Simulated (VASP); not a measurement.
# Mo (I4/mmm) in VASP: further runs, part 3 of 4

VASP 6.6.1. The steps go on from the part before.

## 5. Single point, PBEsol (strain +0.040 along x and y, +0.080 along z)

Contents of INCAR:

```
  ALGO = Fast
  EDIFF = 1E-6
  ENCUT = 520
  GGA = PS
  ISIF = 2
  ISMEAR = 0
  LASPH = T
  LCHARG = F
  LREAL = F
  LWAVE = F
  NBANDS = 13
  NELM = 60
  PREC = Accurate
  SIGMA = 0.15
```

Contents of KPOINTS:

```
k-points
0
Gamma
  22 22 22
```

Contents of POSCAR:

```
Mo
1.0
   -1.6338400000      1.6338400000      1.6966800000
    1.6338400000     -1.6338400000      1.6966800000
    1.6338400000      1.6338400000     -1.6966800000
Mo
1
Direct
    0.0000000000      0.0000000000      0.0000000000
```

Potentials or basis: VASP PAW PBE potentials, release 64 (Mo_sv).

The run is started by

```console
> cat potpaw_PBE.64/Mo_sv/POTCAR > POTCAR
> mpirun -np 1 vasp_std > vasp.out
```

OUTCAR:

```text
EDIFF = 1E-6
   ENCUT = 520
   GGA = PS
   ISIF = 2
   ISMEAR = 0
   LASPH = T
   LREAL = F
   NELM = 60
   PREC = Accurate

 ion  position               nearest neighbor table
   1  0.000  0.000  0.000-

  LATTYP: Found a body centered tetragonal cell.
 ALAT       =     3.2676800000
 C/A-ratio  =     1.0384615385

  Lattice vectors:

 A1 = (  -1.6338400000,   1.6338400000,   1.6966800000)
 A2 = (   1.6338400000,  -1.6338400000,   1.6966800000)
 A3 = (   1.6338400000,   1.6338400000,  -1.6966800000)

Analysis of symmetry for initial positions (statically):
=====================================================================
 Subroutine PRICEL returns:
 Original cell was already a primitive cell.

 Routine SETGRP: Setting up the symmetry group for a
 body centered tetragonal supercell.

 Subroutine GETGRP returns: Found 16 space group operations
 (whereof 16 operations were pure point group operations)
 out of a pool of 16 trial point group operations.

The static configuration has the point symmetry D_4h.

Analysis of symmetry for dynamics (positions and initial velocities):
=====================================================================
 Subroutine PRICEL returns:
 Original cell was already a primitive cell.

 Routine SETGRP: Setting up the symmetry group for a
 body centered tetragonal supercell.

 Subroutine GETGRP returns: Found 16 space group operations
 (whereof 16 operations were pure point group operations)
 out of a pool of 16 trial point group operations.

The dynamic configuration has the point symmetry D_4h.

 Subroutine INISYM returns: Found 16 space group operations
 (whereof 16 operations are pure point group operations),
 and found     1 'primitive' translations

----------------------------------------------------------------------------------------

                                     Primitive cell

  volume of cell :      18.1167

  direct lattice vectors                    reciprocal lattice vectors
    -1.633840000  1.633840000  1.696680000     0.000000000  0.306027518  0.294693165
     1.633840000 -1.633840000  1.696680000     0.306027518  0.000000000  0.294693165
     1.633840000  1.633840000 -1.696680000     0.306027518  0.306027518  0.000000000

  length of vectors
     2.866633795  2.866633795  2.866633795     0.424849272  0.424849272  0.432788266

  position of ions in fractional coordinates (direct lattice)
     0.000000000  0.000000000  0.000000000

  ion indices of the primitive-cell ions
   primitive index   ion index
                 1           1

----------------------------------------------------------------------------------------

 KPOINTS: k-points

Automatic generation of k-mesh.
 Grid dimensions read from file:
 generate k-points for:   22   22   22

 Generating k-lattice:

  Cartesian coordinates                     Fractional coordinates (reciprocal lattice)
     0.000000000  0.013910342  0.013395144     0.045454545  0.000000000  0.000000000
     0.013910342  0.000000000  0.013395144     0.000000000  0.045454545  0.000000000
     0.013910342  0.013910342  0.000000000     0.000000000  0.000000000  0.045454545

  Length of vectors
     0.019311331  0.019311331  0.019672194

  Shift w.r.t. Gamma in fractional coordinates (k-lattice)
     0.000000000  0.000000000  0.000000000

 Subroutine IBZKPT returns following result:
 ===========================================

 Found    834 irreducible k-points:

 Following reciprocal coordinates:
            Coordinates               Weight
  0.000000  0.000000  0.000000      1.000000
  0.045455  0.000000  0.000000      8.000000
  0.090909  0.000000  0.000000      8.000000
  0.136364 -0.000000  0.000000      8.000000
  0.181818  0.000000 -0.000000      8.000000
  0.227273  0.000000 -0.000000      8.000000
[... 16 lines left out ...]
  0.500000  0.045455  0.000000     16.000000
 -0.454545  0.045455  0.000000     16.000000
 [... further k-points ...]
   k-points           NKPTS =    834   k-points in BZ     NKDIM =    834   number of bands    NBANDS=     13
   number of dos      NEDOS =    301   number of ions     NIONS =      1
   total plane-waves  NPLWV =  13824
   dimension x,y,z NGX =    24 NGY =   24 NGZ =   24
   dimension x,y,z NGXF=    48 NGYF=   48 NGZF=   48
   ions per type =               1
   NGX,Y,Z   is equivalent  to a cutoff of  13.92, 13.92, 13.92 a.u.
   NGXF,Y,Z  is equivalent  to a cutoff of  27.84, 27.84, 27.84 a.u.
 SYSTEM =  unknown system
   PREC   = accura    normal or accurate (medium, high low for compatibility)
   ISTART =      0    job   : 0-new  1-cont  2-samecut
   ICHARG =      2    charge: 1-file 2-atom 10-const
   ISPIN  =      1    spin polarized calculation?
   LNONCOLLINEAR =      F non collinear calculations
   LSORBIT =      F    spin-orbit coupling
   LASPH  =      T    aspherical Exc in radial PAW
   ENCUT  =  520.0 eV  38.22 Ry    6.18 a.u.   5.33  5.33  5.33*2*pi/ulx,y,z
   NELM   =     60;   NELMIN=  2; NELMDL= -5     # of ELM steps
   EDIFF  = 0.1E-05   stopping-criterion for ELM
   LREAL  =      F    real-space projection
   EDIFFG = 0.1E-04   stopping-criterion for IOM
   NSW    =      0    number of steps for IOM
   IBRION =     -1    ionic relax: 0-MD 1-quasi-New 2-CG
   NFREE  =      0    steps in history (QN), initial steepest desc. (CG)
   ISIF   =      2    stress and relaxation
   ISYM   =      2    0-nonsym 1-usesym 2-fastsym
   POTIM  = 0.5000    time-step for ionic-motion
   TEBEG  =    0.0;   TEEND  =   0.0 temperature during run
   PSTRESS=    0.0 pullay stress
   NELECT =      14.0000    total number of electrons
   NUPDOWN=      -1.0000    fix difference up-down
   EMIN   =  10.00;   EMAX   =-10.00  energy-range for DOS
   EFERMI =   0.00;   METHOD = LEGACY
   ISMEAR =     0;   SIGMA  =   0.15  broadening in eV -4-tet -1-fermi 0-gaus
   EFERMI_NEDOS =   21; number of points for ismear=-14 and -15
   IALGO  =     68    algorithm
   IMIX   =      4    mixing-type and parameters
     AMIX     =   0.40;   BMIX     =  1.00
     AMIX_MAG =   1.60;   BMIX_MAG =  1.00
  volume/ion in A,a.u.               =      18.12       122.26
  Fermi-wavevector in a.u.,A,eV,Ry     =   1.502304  2.838943 30.707228  2.256918
  Thomas-Fermi vector in A             =   2.613562
   LORBIT       =      0    0 simple, 1 ext, 2 COOP (PROOUT), +10 PAW based schemes
   GGA     = PS    functional components
   LHFCALC =     F    Hartree Fock is set to
   AEXX    =    0.0000 exact exchange contribution
   IVDW    =     0    specifies the selected vdW correction
   LEPSILON=     F    determine dielectric tensor
   LRPA    =     F    only Hartree local field effects (RPA)
 non-spin polarized calculation
 RMM-DIIS sequential band-by-band and
 Gauss-broadening in eV      SIGMA  =   0.15
  energy-cutoff  :      520.00
  volume of cell :       18.12
 maximum number of plane-waves:       506
 NGX is ok and might be reduce to    24
   NGX = 11   NGY = 11   NGZ = 11

 number of electron      14.0000001 magnetization

 Free energy of the ion-electron system (eV)
  ---------------------------------------------------
  ext. energy  EPLUGINS =         0.00000000
  ---------------------------------------------------
  free energy    TOTEN  =       -11.44689796 eV

  energy without entropy =      -11.43874740  energy(sigma->0) =      -11.44282268

 E-fermi :  10.2097     XC(G=0): -12.7140

 val. band max:       10.2082744909   @ k =  -0.0909   0.5000   0.0455
 cond. band min:      10.2108026238   @ k =  -0.1364   0.2273   0.0909
 fundamental gap:      0.0025281328
 Fermi energy:        10.2096578484

 k-point     1 :       0.0000    0.0000    0.0000
  band No.  band energies     occupation
      1     -50.9898      2.00000
      2     -24.5535      2.00000
      3     -24.5423      2.00000
      4     -24.5423      2.00000
      5       3.4886      2.00000
      6       9.0129      2.00000
      7       9.0129      2.00000
      8       9.3582      2.00000
      9      11.3852      0.00000
     10      11.8098      0.00000
     11      24.3635      0.00000
     12      25.0004      0.00000
     13      25.0004      0.00000
[... 353 lines left out ...]
 k-point    24 :      -0.4545    0.0455    0.0000
  band No.  band energies     occupation
      1     -50.8522      2.00000
      2     -25.3830      2.00000
      3     -24.8106      2.00000
      4     -24.5542      2.00000
      5       5.8128      2.00000
      6       7.6596      2.00000
      7      10.5305      0.00249
      8      11.4416      0.00000
      9      12.1715      0.00000
     10      13.8128      0.00000
     11      20.2288      0.00000
     12      22.2117      0.00000
     13      26.3980      0.00000

 [... further k-points ...]
[... 5 lines left out ...]
  --------------------------------------------------------------------------------------
  -------------------------------------------------------------------------------------
  Total       -3.3495443     -3.3495443     -4.2425346      0.0000000      0.0000000      0.0000000
  in kB     -296.2220139   -296.2220139   -375.1949576      0.0000000      0.0000000      0.0000000
  external PRESSURE =    -322.5463285 kB  Pullay stress =       0.0000000 kB

 VOLUME and BASIS-vectors are now :
 -----------------------------------------------------------------------------
  energy-cutoff  :      520.00
  volume of cell :       18.12
      direct lattice vectors                 reciprocal lattice vectors
    -1.633840000  1.633840000  1.696680000     0.000000000  0.306027518  0.294693165
     1.633840000 -1.633840000  1.696680000     0.306027518  0.000000000  0.294693165
     1.633840000  1.633840000 -1.696680000     0.306027518  0.306027518  0.000000000

 POSITION                                       TOTAL-FORCE (eV/Angst)
 -----------------------------------------------------------------------------------
      0.00000      0.00000      0.00000        -0.000000      0.000000     -0.000000
 -----------------------------------------------------------------------------------
    total drift:                               -0.000000      0.000000      0.000000

  FREE ENERGIE OF THE ION-ELECTRON SYSTEM (eV)
  ---------------------------------------------------
  free  energy   TOTEN  =       -11.4468979628 eV

  energy  without entropy=      -11.4387473975  energy(sigma->0) =      -11.44282268
```

OSZICAR:

```text
N       E                     dE             d eps       ncg     rms          rms(c)
DAV:   1     0.907114941161E+02    0.90711E+02   -0.79373E+03 21853   0.108E+03
DAV:   2    -0.111645813557E+02   -0.10188E+03   -0.98178E+02 25144   0.305E+02
DAV:   3    -0.123652826255E+02   -0.12007E+01   -0.11965E+01 24249   0.330E+01
DAV:   4    -0.123681630056E+02   -0.28804E-02   -0.28803E-02 24054   0.198E+00
DAV:   5    -0.123681837370E+02   -0.20731E-04   -0.20730E-04 24719   0.149E-01    0.115E+01
RMM:   6    -0.115387081443E+02    0.82948E+00   -0.10660E+00 21744   0.912E+00    0.260E+00
RMM:   7    -0.114520981539E+02    0.86610E-01   -0.22696E-01 22270   0.403E+00    0.144E+00
RMM:   8    -0.114474417908E+02    0.46564E-02   -0.14249E-02 23709   0.131E+00    0.185E-01
RMM:   9    -0.114469138201E+02    0.52797E-03   -0.14145E-03 24062   0.371E-01    0.414E-02
RMM:  10    -0.114468981704E+02    0.15650E-04   -0.27909E-04 24475   0.169E-01    0.420E-02
RMM:  11    -0.114468979845E+02    0.18589E-06   -0.25150E-05 24229   0.620E-02    0.392E-03
RMM:  12    -0.114468979628E+02    0.21732E-07   -0.37336E-06 20650   0.245E-02
   1 F= -.11446898E+02 E0= -.11442823E+02  d E =-.815057E-02
```

It took 3.4 min on 1 thread of AMD EPYC 9R45 (Zen 5), shared host; peak memory 0.25 GiB.

What came out:

* Free energy: -11.4469 eV
* Pressure: -32.3 GPa
* Band gap on the k mesh: zero (band 7 reaches 13.39 eV, above the bottom of band 8 at 9.30 eV)

Caveat: the cell differs from its parent crystal (strain +0.040 along x and y, +0.080 along z); the PAW data sets were made with another functional, which shifts forces and pressure a little.

(Continued in part 4 of 4.)
